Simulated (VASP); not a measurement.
# Te5Pd (P6/mmm) in VASP: a series of runs, part 2 of 2

VASP 6.6.1. The steps go on from the part before.

### Step 3. Single point, PBE

This run uses another cell than the first one, of 31.49 Å³/atom.

File INCAR:

```
  PREC = Accurate
  ENCUT = 520
  EDIFF = 1E-6
  ISMEAR = 0
  SIGMA = 0.1
  LREAL = F
  LASPH = T
  NELM = 80
  ALGO = Normal
  ISIF = 2
  LWAVE = F
  LCHARG = T
  GGA = PE
  LELF = T
  LVHAR = T
  NBANDS = 29
```

File KPOINTS:

```
regular mesh
0
Gamma
  6 6 6
```

File POSCAR:

```
Te5Pd
1.0
    5.8397489350      0.0000000000      0.0000000000
   -2.9198744675      5.0573709294      0.0000000000
    0.0000000000      0.0000000000      6.3973356460
Te Pd
5 1
Direct
    0.3333333333      0.6666666667      0.0000000000
    0.6666666667      0.3333333333      0.0000000000
    0.5000000000      0.0000000000      0.5000000000
    0.5000000000      0.5000000000      0.5000000000
    0.0000000000      0.5000000000      0.5000000000
    0.0000000000      0.0000000000      0.0000000000
```

Potentials or basis: VASP PAW PBE potentials, release 64 (Te, Pd).

The run is started by

```bash
> cat potpaw_PBE.64/Te/POTCAR potpaw_PBE.64/Pd/POTCAR > POTCAR
> mpirun -np 1 vasp_std > vasp.out
```

OUTCAR:

```text
PREC = Accurate
   ENCUT = 520
   EDIFF = 1E-6
   ISMEAR = 0
   LREAL = F
   LASPH = T
   NELM = 80
   ISIF = 2
   GGA = PE

 ion  position               nearest neighbor table
   1  0.333  0.667  0.000-   2 3.37   2 3.37   6 3.37   6 3.37   6 3.37   2 3.37   3 3.62   3 3.62
                             5 3.62   5 3.62   4 3.62   4 3.62
   2  0.667  0.333  0.000-   1 3.37   1 3.37   6 3.37   6 3.37   6 3.37   1 3.37   3 3.62   3 3.62
                             5 3.62   5 3.62   4 3.62   4 3.62
   3  0.500  0.000  0.500-   4 2.92   5 2.92   4 2.92   5 2.92   1 3.62   2 3.62   1 3.62   2 3.62

   4  0.500  0.500  0.500-   3 2.92   3 2.92   5 2.92   5 2.92   1 3.62   2 3.62   1 3.62   2 3.62

   5  0.000  0.500  0.500-   3 2.92   3 2.92   4 2.92   4 2.92   1 3.62   2 3.62   1 3.62   2 3.62

   6  0.000  0.000  0.000-   1 3.37   2 3.37   1 3.37   2 3.37   2 3.37   1 3.37

  LATTYP: Found a hexagonal cell.
 ALAT       =     5.8397489350
 C/A-ratio  =     1.0954812813

  Lattice vectors:

 A1 = (   5.8397489350,   0.0000000000,   0.0000000000)
 A2 = (  -2.9198744675,   5.0573709294,   0.0000000000)
 A3 = (   0.0000000000,   0.0000000000,   6.3973356460)

Analysis of symmetry for initial positions (statically):
=====================================================================
 Subroutine PRICEL returns:
 Original cell was already a primitive cell.

 Routine SETGRP: Setting up the symmetry group for a
 hexagonal supercell.

 Subroutine GETGRP returns: Found 24 space group operations
 (whereof 24 operations were pure point group operations)
 out of a pool of 24 trial point group operations.

The static configuration has the point symmetry D_6h.

Analysis of symmetry for dynamics (positions and initial velocities):
=====================================================================
 Subroutine PRICEL returns:
 Original cell was already a primitive cell.

 Routine SETGRP: Setting up the symmetry group for a
 hexagonal supercell.

 Subroutine GETGRP returns: Found 24 space group operations
 (whereof 24 operations were pure point group operations)
 out of a pool of 24 trial point group operations.

The dynamic configuration has the point symmetry D_6h.

 Subroutine INISYM returns: Found 24 space group operations
 (whereof 24 operations are pure point group operations),
 and found     1 'primitive' translations

----------------------------------------------------------------------------------------

                                     Primitive cell

  volume of cell :     188.9375

  direct lattice vectors                    reciprocal lattice vectors
     5.839748935  0.000000000  0.000000000     0.171240238  0.098865598  0.000000000
    -2.919874468  5.057370929  0.000000000     0.000000000  0.197731196  0.000000000
     0.000000000  0.000000000  6.397335646     0.000000000  0.000000000  0.156315075

  length of vectors
     5.839748935  5.839748935  6.397335646     0.197731196  0.197731196  0.156315075

  position of ions in fractional coordinates (direct lattice)
     0.333333333  0.666666667  0.000000000
     0.666666667  0.333333333  0.000000000
     0.500000000  0.000000000  0.500000000
     0.500000000  0.500000000  0.500000000
[... 32 lines left out ...]

 Subroutine IBZKPT returns following result:
 ===========================================

 Found     28 irreducible k-points:

 Following reciprocal coordinates:
            Coordinates               Weight
  0.000000  0.000000  0.000000      1.000000
  0.166667 -0.000000  0.000000      6.000000
  0.333333 -0.000000  0.000000      6.000000
  0.500000  0.000000  0.000000      3.000000
  0.166667  0.166667  0.000000      6.000000
  0.333333  0.166667  0.000000     12.000000
[... 16 lines left out ...]
  0.166667 -0.000000  0.500000      6.000000
  0.333333 -0.000000  0.500000      6.000000
 [... further k-points ...]
   k-points           NKPTS =     28   k-points in BZ     NKDIM =     28   number of bands    NBANDS=     29
   number of dos      NEDOS =    301   number of ions     NIONS =      6
   total plane-waves  NPLWV = 110592
   dimension x,y,z NGX =    48 NGY =   48 NGZ =   48
   dimension x,y,z NGXF=    96 NGYF=   96 NGZF=   96
   ions per type =               5   1
   NGX,Y,Z   is equivalent  to a cutoff of  13.66, 13.66, 12.47 a.u.
   NGXF,Y,Z  is equivalent  to a cutoff of  27.33, 27.33, 24.95 a.u.
 SYSTEM =  unknown system
   PREC   = accura    normal or accurate (medium, high low for compatibility)
   ISTART =      0    job   : 0-new  1-cont  2-samecut
   ICHARG =      2    charge: 1-file 2-atom 10-const
   ISPIN  =      1    spin polarized calculation?
   LNONCOLLINEAR =      F non collinear calculations
   LSORBIT =      F    spin-orbit coupling
   LASPH  =      T    aspherical Exc in radial PAW
   ENCUT  =  520.0 eV  38.22 Ry    6.18 a.u.  10.86 10.86 11.89*2*pi/ulx,y,z
   NELM   =     80;   NELMIN=  2; NELMDL= -5     # of ELM steps
   EDIFF  = 0.1E-05   stopping-criterion for ELM
   LREAL  =      F    real-space projection
   EDIFFG = 0.1E-04   stopping-criterion for IOM
   NSW    =      0    number of steps for IOM
   IBRION =     -1    ionic relax: 0-MD 1-quasi-New 2-CG
   NFREE  =      0    steps in history (QN), initial steepest desc. (CG)
   ISIF   =      2    stress and relaxation
   ISYM   =      2    0-nonsym 1-usesym 2-fastsym
   POTIM  = 0.5000    time-step for ionic-motion
   TEBEG  =    0.0;   TEEND  =   0.0 temperature during run
   PSTRESS=    0.0 pullay stress
   NELECT =      40.0000    total number of electrons
   NUPDOWN=      -1.0000    fix difference up-down
   EMIN   =  10.00;   EMAX   =-10.00  energy-range for DOS
   EFERMI =   0.00;   METHOD = LEGACY
   ISMEAR =     0;   SIGMA  =   0.10  broadening in eV -4-tet -1-fermi 0-gaus
   EFERMI_NEDOS =   21; number of points for ismear=-14 and -15
   IALGO  =     38    algorithm
   IMIX   =      4    mixing-type and parameters
     AMIX     =   0.40;   BMIX     =  1.00
     AMIX_MAG =   1.60;   BMIX_MAG =  1.00
  volume/ion in A,a.u.               =      31.49       212.50
  Fermi-wavevector in a.u.,A,eV,Ry     =   0.975713  1.843830 12.952964  0.952016
  Thomas-Fermi vector in A             =   2.106274
   LORBIT       =      0    0 simple, 1 ext, 2 COOP (PROOUT), +10 PAW based schemes
   GGA     = PE    functional components
   LHFCALC =     F    Hartree Fock is set to
   AEXX    =    0.0000 exact exchange contribution
   IVDW    =     0    specifies the selected vdW correction
   LEPSILON=     F    determine dielectric tensor
   LRPA    =     F    only Hartree local field effects (RPA)
 non-spin polarized calculation
 Gauss-broadening in eV      SIGMA  =   0.10
  energy-cutoff  :      520.00
  volume of cell :      188.94
 maximum number of plane-waves:      5140
 NGX is ok and might be reduce to    48
   NGX = 21   NGY = 21   NGZ = 23

 number of electron      40.0000004 magnetization

 Free energy of the ion-electron system (eV)
  ---------------------------------------------------
  ext. energy  EPLUGINS =         0.00000000
  ---------------------------------------------------
  free energy    TOTEN  =       -17.38913235 eV

  energy without entropy =      -17.36552105  energy(sigma->0) =      -17.37732670

 E-fermi :   5.9089     XC(G=0):  -9.3374

 val. band max:        5.8844663168   @ k =   0.5000   0.0000   0.3333
 cond. band min:       5.9461664172   @ k =   0.3333   0.1667   0.3333
 fundamental gap:      0.0617001003
 Fermi energy:         5.9089089561

 k-point     1 :       0.0000    0.0000    0.0000
  band No.  band energies     occupation
      1      -8.2983      2.00000
      2      -5.5108      2.00000
      3      -4.0500      2.00000
      4      -4.0500      2.00000
      5      -3.9038      2.00000
      6      -1.2616      2.00000
[... 757 lines left out ...]
     28      11.1782      0.00000
     29      11.3668      0.00000

 [... further k-points ...]
[... 5 lines left out ...]
  --------------------------------------------------------------------------------------
  -------------------------------------------------------------------------------------
  Total       -0.0630863     -0.0630863     -0.0417963     -0.0000000      0.0000000      0.0000000
  in kB       -0.5349677     -0.5349677     -0.3544297     -0.0000000      0.0000000      0.0000000
  external PRESSURE =      -0.4747883 kB  Pullay stress =       0.0000000 kB

 VOLUME and BASIS-vectors are now :
 -----------------------------------------------------------------------------
  energy-cutoff  :      520.00
  volume of cell :      188.94
      direct lattice vectors                 reciprocal lattice vectors
     5.839748935  0.000000000  0.000000000     0.171240238  0.098865598  0.000000000
    -2.919874468  5.057370929  0.000000000     0.000000000  0.197731196  0.000000000
     0.000000000  0.000000000  6.397335646     0.000000000  0.000000000  0.156315075

 POSITION                                       TOTAL-FORCE (eV/Angst)
 -----------------------------------------------------------------------------------
     -0.00000      3.37158      0.00000         0.000000     -0.000000     -0.000000
      2.91987      1.68579      0.00000        -0.000000      0.000000      0.000000
      2.91987      0.00000      3.19867         0.000000      0.000000     -0.000000
      1.45994      2.52869      3.19867         0.000000      0.000000     -0.000000
     -1.45994      2.52869      3.19867         0.000000      0.000000     -0.000000
      0.00000      0.00000      0.00000         0.000000      0.000000     -0.000000
 -----------------------------------------------------------------------------------
    total drift:                               -0.000000     -0.000000      0.000000

  FREE ENERGIE OF THE ION-ELECTRON SYSTEM (eV)
  ---------------------------------------------------
  free  energy   TOTEN  =       -17.3891323525 eV

  energy  without entropy=      -17.3655210481  energy(sigma->0) =      -17.37732670
```

Wall time 3.9 min (1 thread of Intel Xeon Platinum 8259CL at 2.50GHz (Skylake/Cascade Lake), shared host); peak memory 0.39 GiB.

What came out:

```
Free energy            : -17.3891 eV
Pressure               : 0.0 GPa
Band gap on the k mesh : zero (bands 20 and 21 overlap by 1.00 eV)
```

Levels at points of the mesh, in eV from the Fermi level:
| k point | band 17 | band 18 | band 19 | band 20 | band 21 | band 22 | band 23 | band 24 |
| --- | --- | --- | --- | --- | --- | --- | --- | --- |
| (0.00, 0.00, 0.00) | -0.87 | -0.49 | -0.49 | -0.46 | -0.46 | 0.70 | 0.92 | 3.09 |
| (0.50, 0.00, 0.00) | -1.13 | -0.84 | -0.61 | -0.61 | 0.08 | 0.63 | 1.13 | 1.65 |
| (0.00, 0.00, 0.50) | -0.82 | -0.82 | -0.77 | -0.29 | 0.53 | 0.53 | 1.28 | 2.18 |
| (0.50, 0.00, 0.50) | -1.17 | -0.98 | -0.82 | -0.57 | -0.56 | -0.18 | 0.10 | 1.49 |

Caveat: spin-orbit coupling is left out, which moves the levels of the heavy elements; this functional lacks dispersion, which binds the layers, so the pressure and a relaxed spacing across them are unreliable.

### Step 4. Single point, PBE

This run uses another cell than the first one, of 31.65 Å³/atom.

File INCAR:

```
SYSTEM = Te5Pd
  PREC = Accurate
  ENCUT = 520
  EDIFF = 1E-7
  ISMEAR = 0
  SIGMA = 0.1
  LREAL = .FALSE.
  LASPH = .TRUE.
  NELM = 100
  ALGO = Normal
  ISIF = 2
  LWAVE = .FALSE.
  LCHARG = .TRUE.
  GGA = PE
  LELF = .TRUE.
  LVHAR = .TRUE.
  NBANDS = 29
```

File KPOINTS:

```
Automatic mesh
0
G
  6 6 8
  0 0 0
```

POSCAR: that of step 3 with these lines changed.

```diff
@@ -2,5 +2,5 @@
 1.0
-    5.8397489350      0.0000000000      0.0000000000
-   -2.9198744675      5.0573709294      0.0000000000
-    0.0000000000      0.0000000000      6.3973356460
+    5.8303613732      0.0000000000      0.0000000000
+   -2.9151806866      5.0492410624      0.0000000000
+    0.0000000000      0.0000000000      6.4505000103
 Te Pd
```

The run is started by

```bash
> cat potpaw_PBE.64/Te/POTCAR potpaw_PBE.64/Pd/POTCAR > POTCAR
> mpirun -np 1 vasp_std > vasp.out
```

Wall time 6.1 min (1 thread of Intel Xeon Platinum 8259CL at 2.50GHz (Skylake/Cascade Lake), shared host); peak memory 0.42 GiB.

Results (log left out):

- Free energy: -17.3961 eV
- Pressure: -0.1 GPa
- Band gap on the k mesh: zero (bands 20 and 21 overlap by 1.06 eV)

Levels at points of the mesh, in eV from the Fermi level:
```tsv
k point	band 17	band 18	band 19	band 20	band 21	band 22	band 23	band 24
(0.00, 0.00, 0.00)	-0.90	-0.49	-0.49	-0.47	-0.47	0.73	0.81	3.15
(0.50, 0.00, 0.00)	-1.16	-0.87	-0.64	-0.61	0.09	0.63	1.07	1.68
(0.00, 0.00, 0.50)	-0.80	-0.80	-0.80	-0.28	0.50	0.50	1.28	2.21
(0.50, 0.00, 0.50)	-1.19	-0.99	-0.85	-0.60	-0.58	-0.16	0.08	1.53
```

Caveat: spin-orbit coupling is left out, which moves the levels of the heavy elements; this functional lacks dispersion, which binds the layers, so the pressure and a relaxed spacing across them are unreliable.

### Step 5. Single point, PBE, collinear spin

File INCAR:

```
SYSTEM = Te5Pd
ALGO     = Normal         ! electronic algorithm
EDIFF    = 1E-6           ! SCF threshold, eV
ENCUT    = 520            ! plane-wave cutoff, eV
GGA      = PE             ! functional
ISIF     = 2              ! what is computed and relaxed
ISMEAR   = 0              ! smearing method
ISPIN    = 2              ! spin polarisation
LASPH    = .TRUE.         ! aspherical terms in the spheres
LCHARG   = .FALSE.        ! write CHGCAR
LMAXMIX  = 4              ! l up to which the mixer works
LORBIT   = 11             ! projections on sites
LREAL    = .FALSE.        ! projectors in reciprocal space
LWAVE    = .FALSE.        ! write WAVECAR
MAGMOM   = 0 0 0 0 0 1    ! initial moments
NBANDS   = 33             ! bands
NELM     = 150            ! most SCF steps
PREC     = Accurate       ! precision mode
SIGMA    = 0.1            ! smearing width, eV
```

File KPOINTS:

```
k-points
0
G
  3 3 4
  0 0 0
```

File POSCAR:

```
Te5Pd
1.0
    6.6979230200      0.0000000000      0.0000000000
   -3.3489615100      5.8005714900      0.0000000000
    0.0000000000      0.0000000000      5.2046904000
Te Pd
5 1
Direct
    0.3333333300      0.6666666700      0.0000000000
    0.6666666700      0.3333333300      0.0000000000
    0.5000000000      0.0000000000      0.5000000000
    0.5000000000      0.5000000000      0.5000000000
    0.0000000000      0.5000000000      0.5000000000
    0.0000000000      0.0000000000      0.0000000000
```

The run is started by

```bash
> cat potpaw_PBE.64/Te/POTCAR potpaw_PBE.64/Pd/POTCAR > POTCAR
> mpirun -np 1 vasp_std > vasp.out
```

Run time: 2.1 min. Hardware: 1 thread of Intel Xeon Platinum 8259CL at 2.50GHz (Skylake/Cascade Lake), shared host; peak memory 0.41 GiB.

Results (log left out):

- Free energy: -16.8236 eV
- Pressure: -1.6 GPa
- Band gap on the k mesh: zero (filled and empty bands overlap)
- Net moment: 0.00 μB per cell
- Valence electrons inside the program's atomic spheres: Te 3.24, 3.23 (each value once); Pd 8.99

Stress tensor (GPa, compression positive):
```
-0.52  0.00  0.00
 0.00 -0.52  0.00
 0.00  0.00 -3.81
```

Levels at points of the mesh, in eV from the Fermi level:
Spin up:
| k point | band 18 | band 19 | band 20 | band 21 | band 22 | band 23 |
| --- | --- | --- | --- | --- | --- | --- |
| (0.00, 0.00, 0.00) | -0.25 | -0.25 | -0.13 | -0.13 | 0.22 | 1.24 |
| (0.00, 0.00, 0.50) | -0.36 | -0.36 | 1.32 | 1.36 | 1.57 | 1.77 |
Spin down:
```tsv
k point	band 17	band 18	band 19	band 20	band 21	band 22	band 23	band 24
(0.00, 0.00, 0.00)	-0.50	-0.25	-0.25	-0.13	-0.13	0.22	1.24	1.88
(0.00, 0.00, 0.50)	-0.41	-0.36	-0.36	1.32	1.36	1.57	1.77	1.77
```

Caveat: the k points lie up to 0.36 Å⁻¹ apart, too coarse for converged energies and pressures of a metal; spin-orbit coupling is left out, which moves the levels of the heavy elements.

### Step 6. Relaxation of cell and atoms, PBE

This run uses another cell than the first one, of 31.65 Å³/atom.

File INCAR:

```
SYSTEM = Te5Pd
PREC = Accurate ; ENCUT = 600
EDIFF = 1E-6 ; ISMEAR = 0
SIGMA = 0.1 ; LREAL = .FALSE.
LASPH = .TRUE. ; NELM = 100
ALGO = Normal ; ISIF = 3
LWAVE = .FALSE. ; LCHARG = .FALSE.
GGA = PE ; IBRION = 2
NSW = 100 ; EDIFFG = -0.01
```

File KPOINTS:

```
Automatic mesh
0
G
  6 6 6
  0 0 0
```

File POSCAR:

```
Te5Pd
1.0
    5.8303613732      0.0000000000      0.0000000000
   -2.9151806866      5.0492410624      0.0000000000
    0.0000000000      0.0000000000      6.4505000103
Te Pd
5 1
Direct
    0.3333333333      0.6666666667      0.0000000000
    0.6666666667      0.3333333333      0.0000000000
    0.5000000000      0.0000000000      0.5000000000
    0.5000000000      0.5000000000      0.5000000000
    0.0000000000      0.5000000000      0.5000000000
    0.0000000000      0.0000000000      0.0000000000
```

Potentials or basis: VASP PAW PBE potentials, release 64 (Te, Pd).

The run is started by

```bash
> cat potpaw_PBE.64/Te/POTCAR potpaw_PBE.64/Pd/POTCAR > POTCAR
> mpirun -np 1 vasp_std > vasp.out
```

It took 6.6 min on 1 thread of Intel Xeon Platinum 8259CL at 2.50GHz (Skylake/Cascade Lake), shared host; peak memory 0.46 GiB.

It converged, with:

| Property | Result |
| --- | --- |
| Free energy | -17.3890 eV |
| Relaxed volume | 31.41 Å³/atom |
| Relaxed cell | a = 5.837 Å, b = 5.837 Å, c = 6.387 Å, α = 90.00°, β = 90.00°, γ = 120.00° |
| Space group after relaxing (to 0.1 Å) | P6/mmm (No. 191) |
| Energy gained by relaxing | 0.3 meV/atom |
| Ionic steps | 3 |
| Pressure after relaxing | 0.0 GPa |
| Band gap on the k mesh | zero (bands 20 and 21 overlap by 1.00 eV) |

The path:
| step | energy change (eV) | largest force (eV/Å) | pressure (GPa) | volume (Å³) |
| --- | --- | --- | --- | --- |
| 1 | 0.0000 | 0.0000 | -0.08 | 189.90 |
| 2 | -0.0010 | 0.0000 | -0.06 | 189.46 |
| 3 | -0.0017 | 0.0000 | 0.04 | 188.47 |

Final structure:
```
Te Pd
1.0
     5.83719    0.00000    0.00000
    -2.91859    5.05515    0.00000
     0.00000    0.00000    6.38724
Te Pd
5 1
Direct
  0.33333 0.66667 0.00000
  0.66667 0.33333 0.00000
  0.50000 0.00000 0.50000
  0.50000 0.50000 0.50000
  0.00000 0.50000 0.50000
  0.00000 0.00000 0.00000
```

Levels at points of the mesh, in eV from the Fermi level:
| k point | band 17 | band 18 | band 19 | band 20 | band 21 | band 22 | band 23 | band 24 |
| --- | --- | --- | --- | --- | --- | --- | --- | --- |
| (0.00, 0.00, 0.00) | -0.88 | -0.50 | -0.50 | -0.46 | -0.46 | 0.70 | 0.94 | 3.09 |
| (0.50, 0.00, 0.00) | -1.14 | -0.84 | -0.62 | -0.62 | 0.08 | 0.63 | 1.15 | 1.65 |
| (0.00, 0.00, 0.50) | -0.83 | -0.83 | -0.77 | -0.29 | 0.53 | 0.53 | 1.27 | 2.17 |
| (0.50, 0.00, 0.50) | -1.17 | -0.99 | -0.82 | -0.57 | -0.56 | -0.18 | 0.10 | 1.49 |

Caveat: spin-orbit coupling is left out, which moves the levels of the heavy elements; this functional lacks dispersion, which binds the layers, so the pressure and a relaxed spacing across them are unreliable.

### Step 7. The runs side by side

```csv
task,spin,cell,k mesh,cutoff (eV),gap on the mesh (eV),pressure (GPa)
single point,off,"a = 6.698, b = 6.698, c = 5.205 Å, angles 90.0, 90.0, 120.0°, 6 atoms",3 × 3 × 4,520,none,-1.6
single point,off,"a = 5.840, b = 5.840, c = 6.397 Å, angles 90.0, 90.0, 120.0°, 6 atoms",6 × 6 × 6,520,none,0.0
single point,off,"a = 5.830, b = 5.830, c = 6.451 Å, angles 90.0, 90.0, 120.0°, 6 atoms",6 × 6 × 8,520,none,-0.1
single point,collinear,"a = 6.698, b = 6.698, c = 5.205 Å, angles 90.0, 90.0, 120.0°, 6 atoms",3 × 3 × 4,520,none,-1.6
relaxation of cell and atoms,off,"relaxed from a = 5.830, b = 5.830, c = 6.451 Å, angles 90.0, 90.0, 120.0°, 6 atoms",6 × 6 × 6,600,none,0.0
```

Alike in all rows: level PBE; potentials or basis VASP PAW PBE potentials, release 64 (Te, Pd); smearing gaussian 0.1 eV.

Caveats: some runs use coarse meshes; spin-orbit coupling is left out, which moves the levels of the heavy elements; this functional lacks dispersion, which binds the layers, so the pressure and a relaxed spacing across them are unreliable (at least some runs).

Absolute energies hang on the potentials; compare differences alone.
